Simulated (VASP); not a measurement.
# PbSe (I4/mmm) in VASP: a series of runs

The runs below take PbSe through single point, with PBE+D3(BJ).

Everything below comes from runs of VASP 6.6.1. Logs are shortened: lines on timing, memory, paths and dates and some standing lists are left out, and cuts for length are marked.

### 1 The cell of the first run

Symmetry: I4/mmm, No. 139, tetragonal system. Conventional cell: a = 4.382 Å, b = 4.382 Å, c = 5.721 Å, α = 90.00°, β = 90.00°, γ = 90.00°. Pb (site symmetry 4/mmm) has 6 Se at 2.86 to 3.10 Å within 3.8 Å. Within 3.8 Å of Se (site symmetry 4/mmm) lie 6 Pb at 2.86 to 3.10 Å.

### 2 Single point, PBE+D3(BJ) (27.47 Å³/atom)

INCAR

```
ALGO = Normal
EDIFF = 1E-7
ENCUT = 520
GGA = PE
ISIF = 2
ISMEAR = 0
IVDW = 12
LASPH = True
LCHARG = False
LREAL = False
LWAVE = False
NBANDS = 17
NELM = 80
PREC = Accurate
SIGMA = 0.03
```

KPOINTS

```
k-points
0
Gamma
  10 10 10
```

POSCAR

```
PbSe
1.0
    0.0000000000      3.0988687004      2.8602558105
    3.0988687004      0.0000000000      2.8602558105
    3.0988687004      3.0988687004      0.0000000000
Pb Se
1 1
Direct
    0.0000000000      0.0000000000      0.0000000000
    0.5000000000      0.5000000000      0.5000000000
```

Potentials or basis: VASP PAW PBE potentials, release 64 (Pb_d, Se).

Run with:

```
cat potpaw_PBE.64/Pb_d/POTCAR potpaw_PBE.64/Se/POTCAR > POTCAR
mpirun -np 1 vasp_std > vasp.out
```

OUTCAR:

```text
EDIFF = 1E-7
   ENCUT = 520
   GGA = PE
   ISIF = 2
   ISMEAR = 0
   IVDW = 12
   LASPH = True
   LREAL = False
   NELM = 80
   PREC = Accurate
 IVDW          = 12

 ion  position               nearest neighbor table
   1  0.000  0.000  0.000-   2 2.86   2 2.86   2 3.10   2 3.10   2 3.10   2 3.10
   2  0.500  0.500  0.500-   1 2.86   1 2.86   1 3.10   1 3.10   1 3.10   1 3.10

  LATTYP: Found a body centered tetragonal cell.
 ALAT       =     4.3824621441
 C/A-ratio  =     1.3053191181

  Lattice vectors:

 A1 = (   0.0000000000,  -3.0988687004,  -2.8602558105)
 A2 = (   0.0000000000,   3.0988687004,  -2.8602558105)
 A3 = (   3.0988687004,   0.0000000000,   2.8602558105)

Analysis of symmetry for initial positions (statically):
=====================================================================
 Subroutine PRICEL returns:
 Original cell was already a primitive cell.

 Routine SETGRP: Setting up the symmetry group for a
 body centered tetragonal supercell.

 Subroutine GETGRP returns: Found 16 space group operations
 (whereof 16 operations were pure point group operations)
 out of a pool of 16 trial point group operations.

The static configuration has the point symmetry D_4h.

Analysis of symmetry for dynamics (positions and initial velocities):
=====================================================================
 Subroutine PRICEL returns:
 Original cell was already a primitive cell.

 Routine SETGRP: Setting up the symmetry group for a
 body centered tetragonal supercell.

 Subroutine GETGRP returns: Found 16 space group operations
 (whereof 16 operations were pure point group operations)
 out of a pool of 16 trial point group operations.

The dynamic configuration has the point symmetry D_4h.

 Subroutine INISYM returns: Found 16 space group operations
 (whereof 16 operations are pure point group operations),
 and found     1 'primitive' translations

----------------------------------------------------------------------------------------

                                     Primitive cell

  volume of cell :      54.9340

  direct lattice vectors                    reciprocal lattice vectors
     0.000000000  3.098868700  2.860255810    -0.161349205  0.161349205  0.174809539
     3.098868700  0.000000000  2.860255810     0.161349205 -0.161349205  0.174809539
     3.098868700  3.098868700  0.000000000     0.161349205  0.161349205 -0.174809539

  length of vectors
     4.217114004  4.217114004  4.382462144     0.287446528  0.287446528  0.287446528
[... 80 lines left out ...]
   NELM   =     80;   NELMIN=  2; NELMDL= -5     # of ELM steps
   EDIFF  = 0.1E-06   stopping-criterion for ELM
   LREAL  =      F    real-space projection
   EDIFFG = 0.1E-05   stopping-criterion for IOM
   NSW    =      0    number of steps for IOM
   IBRION =     -1    ionic relax: 0-MD 1-quasi-New 2-CG
   NFREE  =      0    steps in history (QN), initial steepest desc. (CG)
   ISIF   =      2    stress and relaxation
   ISYM   =      2    0-nonsym 1-usesym 2-fastsym
   POTIM  = 0.5000    time-step for ionic-motion
   TEBEG  =    0.0;   TEEND  =   0.0 temperature during run
   PSTRESS=    0.0 pullay stress
   NELECT =      20.0000    total number of electrons
   NUPDOWN=      -1.0000    fix difference up-down
   EMIN   =  10.00;   EMAX   =-10.00  energy-range for DOS
   EFERMI =   0.00;   METHOD = LEGACY
   ISMEAR =     0;   SIGMA  =   0.03  broadening in eV -4-tet -1-fermi 0-gaus
   EFERMI_NEDOS =   21; number of points for ismear=-14 and -15
   IALGO  =     38    algorithm
   IMIX   =      4    mixing-type and parameters
     AMIX     =   0.40;   BMIX     =  1.00
     AMIX_MAG =   1.60;   BMIX_MAG =  1.00
  volume/ion in A,a.u.               =      27.47       185.36
  Fermi-wavevector in a.u.,A,eV,Ry     =   1.168973  2.209038 18.592327  1.366498
  Thomas-Fermi vector in A             =   2.305452
   LORBIT       =      0    0 simple, 1 ext, 2 COOP (PROOUT), +10 PAW based schemes
   GGA     = PE    functional components
   LHFCALC =     F    Hartree Fock is set to
   AEXX    =    0.0000 exact exchange contribution
   IVDW    =    12    specifies the selected vdW correction
   LEPSILON=     F    determine dielectric tensor
   LRPA    =     F    only Hartree local field effects (RPA)
 non-spin polarized calculation
 Gauss-broadening in eV      SIGMA  =   0.03
  energy-cutoff  :      520.00
  volume of cell :       54.93
 maximum number of plane-waves:      1496
   NGX = 15   NGY = 15   NGZ = 17

 number of electron      20.0000003 magnetization

 Free energy of the ion-electron system (eV)
  ---------------------------------------------------
  ext. energy  EPLUGINS =         0.00000000
  ---------------------------------------------------
  free energy    TOTEN  =        -7.99602673 eV

  energy without entropy =       -7.99600162  energy(sigma->0) =       -7.99601418

 E-fermi :   5.7904     XC(G=0):  -9.7214

 val. band max:        5.7514146368   @ k =   0.5000  -0.0000   0.0000
 cond. band min:       5.8292996305   @ k =   0.5000  -0.0000   0.0000
 fundamental gap:      0.0778849937
 Fermi energy:         5.7903571349

 k-point     1 :       0.0000    0.0000    0.0000
  band No.  band energies     occupation
      1     -11.3204      2.00000
      2     -11.3119      2.00000
      3     -11.3038      2.00000
      4     -11.2965      2.00000
      5     -11.2965      2.00000
      6      -8.3779      2.00000
[... 457 lines left out ...]
      4     -11.2511      2.00000
      5     -11.2486      2.00000
      6      -7.0061      2.00000
[... 9 lines left out ...]
     16      16.0347      0.00000
     17      17.4646      0.00000

 [... further k-points ...]

------------------------ aborting loop because EDIFF is reached ----------------------------------------

 Edisp (eV)   -0.76953

 E8    (eV) :    -0.3588

  FORCE on cell =-STRESS in cart. coord.  units (eV):
  Direction    XX          YY          ZZ          XY          YZ          ZX
  --------------------------------------------------------------------------------------
  -------------------------------------------------------------------------------------
  Total      -0.28905    -0.28905     4.57212     0.00000     0.00000     0.00000
  in kB      -8.43032    -8.43032   133.34822     0.00000     0.00000     0.00000
  external pressure =       38.83 kB  Pullay stress =        0.00 kB

 VOLUME and BASIS-vectors are now :
 -----------------------------------------------------------------------------
  energy-cutoff  :      520.00
  volume of cell :       54.93
      direct lattice vectors                 reciprocal lattice vectors
     0.000000000  3.098868700  2.860255810    -0.161349205  0.161349205  0.174809539
     3.098868700  0.000000000  2.860255810     0.161349205 -0.161349205  0.174809539
     3.098868700  3.098868700  0.000000000     0.161349205  0.161349205 -0.174809539

 POSITION                                       TOTAL-FORCE (eV/Angst)
 -----------------------------------------------------------------------------------
      0.00000      0.00000      0.00000         0.000000     -0.000000      0.000000
      3.09887      3.09887      2.86026        -0.000000      0.000000      0.000000
 -----------------------------------------------------------------------------------
    total drift:                                0.000000     -0.000000     -0.000000

  FREE ENERGIE OF THE ION-ELECTRON SYSTEM (eV)
  ---------------------------------------------------
  free  energy   TOTEN  =        -8.7655598877 eV

  energy  without entropy=       -8.7655347780  energy(sigma->0) =       -8.76554733
```

OSZICAR:

```text
N       E                     dE             d eps       ncg     rms          rms(c)
DAV:   1     0.158140794832E+03    0.15814E+03   -0.96159E+03  3476   0.121E+03
DAV:   2     0.334886528005E+01   -0.15479E+03   -0.14936E+03  3665   0.312E+02
DAV:   3    -0.800605615790E+01   -0.11355E+02   -0.11264E+02  4561   0.903E+01
DAV:   4    -0.826136548678E+01   -0.25531E+00   -0.25509E+00  4301   0.148E+01
DAV:   5    -0.826982767130E+01   -0.84622E-02   -0.84618E-02  5101   0.264E+00    0.298E+00
DAV:   6    -0.800037267673E+01    0.26945E+00   -0.62845E-01  5347   0.583E+00    0.176E+00
DAV:   7    -0.799344902164E+01    0.69237E-02   -0.12051E-01  4204   0.181E+00    0.908E-01
DAV:   8    -0.799621620449E+01   -0.27672E-02   -0.12043E-02  4369   0.123E+00    0.103E-01
DAV:   9    -0.799597978443E+01    0.23642E-03   -0.20352E-03  5462   0.471E-01    0.491E-02
DAV:  10    -0.799601915408E+01   -0.39370E-04   -0.18196E-04  4042   0.882E-02    0.192E-02
DAV:  11    -0.799602700808E+01   -0.78540E-05   -0.63375E-05  4680   0.786E-02    0.116E-02
DAV:  12    -0.799602675017E+01    0.25791E-06   -0.38318E-06  4458   0.132E-02    0.315E-03
DAV:  13    -0.799602673317E+01    0.16993E-07   -0.21613E-07  4392   0.379E-03
   1 F= -.87655599E+01 E0= -.87655473E+01  d E =-.251097E-04
```

Wall time 91 s (1 thread of Intel Xeon Platinum 8259CL at 2.50GHz (Skylake/Cascade Lake), shared host); peak memory 0.26 GiB.

What came out:

| Property | Result |
| --- | --- |
| Free energy | -8.7656 eV |
| Pressure | 3.9 GPa |
| Band gap on the k mesh | 0.08 eV |
| Dispersion energy per atom | -0.385 eV |

Levels at points of the mesh, in eV from the valence-band top:
```
           k point  band 8  band 9  band 10  band 11  band 12  band 13
(0.00, 0.00, 0.00)   -2.75   -1.98    -1.98     4.05     4.05     6.10
(0.50, 0.00, 0.00)   -1.88   -1.74     0.00     0.08     1.22     1.81
(0.50, 0.50, 0.00)   -5.61   -3.79    -3.79     3.16     5.40     5.40
(0.50, 0.00, 0.50)   -5.46   -4.04    -3.15     3.51     4.82     5.78
```

Caveat: the cell stands under pressure; spin-orbit coupling is left out, which moves the levels of the heavy elements. A k mesh can miss the band edges.

### 3 Single point, PBE+D3(BJ) (27.47 Å³/atom)

INCAR

```
PREC = Accurate
ENCUT = 520
EDIFF = 1E-6
ISMEAR = 0
SIGMA = 0.03
LREAL = F
LASPH = T
NELM = 60
ALGO = Normal
ISIF = 2
LWAVE = F
LCHARG = T
GGA = PE
IVDW = 12
LELF = T
LVHAR = T
NBANDS = 17
```

KPOINTS

```
regular mesh
0
Gamma
  10 10 10
```

POSCAR

```
PbSe
1.0
    0.0000000000      3.0660044131      2.9219022057
    3.0660044131      0.0000000000      2.9219022057
    3.0660044131      3.0660044131      0.0000000000
Pb Se
1 1
Direct
    0.0000000000      0.0000000000      0.0000000000
    0.5000000000      0.5000000000      0.5000000000
```

Potentials or basis: VASP PAW PBE potentials, release 64 (Pb_d, Se).

Run with:

```
cat potpaw_PBE.64/Pb_d/POTCAR potpaw_PBE.64/Se/POTCAR > POTCAR
mpirun -np 1 vasp_std > vasp.out
```

Run time: 75 s. Hardware: 1 thread of Intel Xeon Platinum 8259CL at 2.50GHz (Skylake/Cascade Lake), shared host; peak memory 0.25 GiB.

The run converged. Its results:

```yaml
Free_energy: -8.8469 eV
Pressure: 3.2 GPa
Band_gap_on_the_k_mesh: 0.06 eV
Dispersion_energy_per_atom: -0.385 eV
```

Stress tensor (GPa, compression positive):
```
0.50 0.00 0.00
0.00 0.50 0.00
0.00 0.00 8.65
```

Levels at points of the mesh, in eV from the valence-band top:
| k point | band 6 | band 7 | band 8 | band 9 | band 10 | band 11 | band 12 | band 13 | band 14 | band 15 |
| --- | --- | --- | --- | --- | --- | --- | --- | --- | --- | --- |
| (0.00, 0.00, 0.00) | -14.08 | -6.32 | -2.49 | -2.04 | -2.04 | 4.32 | 4.32 | 5.53 | 6.23 | 6.23 |
| (0.50, 0.00, 0.00) | -12.91 | -9.18 | -1.80 | -1.70 | 0.00 | 0.06 | 1.35 | 1.68 | 8.48 | 9.76 |
| (0.50, 0.50, 0.00) | -12.30 | -7.71 | -5.52 | -3.70 | -3.70 | 3.27 | 5.52 | 5.52 | 6.53 | 11.22 |
| (0.50, 0.00, 0.50) | -12.55 | -7.47 | -5.44 | -3.85 | -3.32 | 3.48 | 5.17 | 5.94 | 6.38 | 10.89 |

Caveat: the cell stands under pressure; spin-orbit coupling is left out, which moves the levels of the heavy elements. A k mesh can miss the band edges.

### 4 Single point, PBE+D3(BJ) (27.47 Å³/atom)

INCAR

```
ALGO = Normal
EDIFF = 1E-7
ENCUT = 520
GGA = PE
ISIF = 2
ISMEAR = 0
IVDW = 12
LASPH = True
LCHARG = True
LELF = True
LREAL = False
LVHAR = True
LWAVE = False
NBANDS = 17
NELM = 100
PREC = Accurate
SIGMA = 0.03
```

KPOINTS

```
k-points
0
Gamma
  10 10 10
```

POSCAR

```
PbSe
1.0
    0.0000000000      2.9376097702      3.1829001861
    2.9376097702      0.0000000000      3.1829001861
    2.9376097702      2.9376097702      0.0000000000
Pb Se
1 1
Direct
    0.0000000000      0.0000000000      0.0000000000
    0.5000000000      0.5000000000      0.5000000000
```

Run with:

```
cat potpaw_PBE.64/Pb_d/POTCAR potpaw_PBE.64/Se/POTCAR > POTCAR
mpirun -np 1 vasp_std > vasp.out
```

Wall time 74 s (1 thread of Intel Xeon Platinum 8259CL at 2.50GHz (Skylake/Cascade Lake), shared host); peak memory 0.25 GiB.

Results (log left out):

```
Free energy                : -8.7858 eV
Pressure                   : 3.8 GPa
Band gap on the k mesh     : 0.04 eV
Dispersion energy per atom : -0.385 eV
```

Stress tensor (GPa, compression positive):
```
 7.41  0.00  0.00
 0.00  7.41  0.00
 0.00  0.00 -3.46
```

Levels at points of the mesh, in eV from the valence-band top:
```tsv
k point	band 8	band 9	band 10	band 11	band 12	band 13
(0.00, 0.00, 0.00)	-2.46	-2.46	-1.81	3.55	5.33	5.33
(0.50, 0.00, 0.00)	-1.92	-1.66	0.00	0.04	1.33	1.70
(0.50, 0.50, 0.00)	-5.40	-3.55	-3.55	3.59	5.45	5.96
(0.50, 0.00, 0.50)	-5.57	-4.14	-3.29	3.29	4.60	6.43
```

Caveat: the cell stands under pressure; spin-orbit coupling is left out, which moves the levels of the heavy elements.

[end of part 1 of 2]
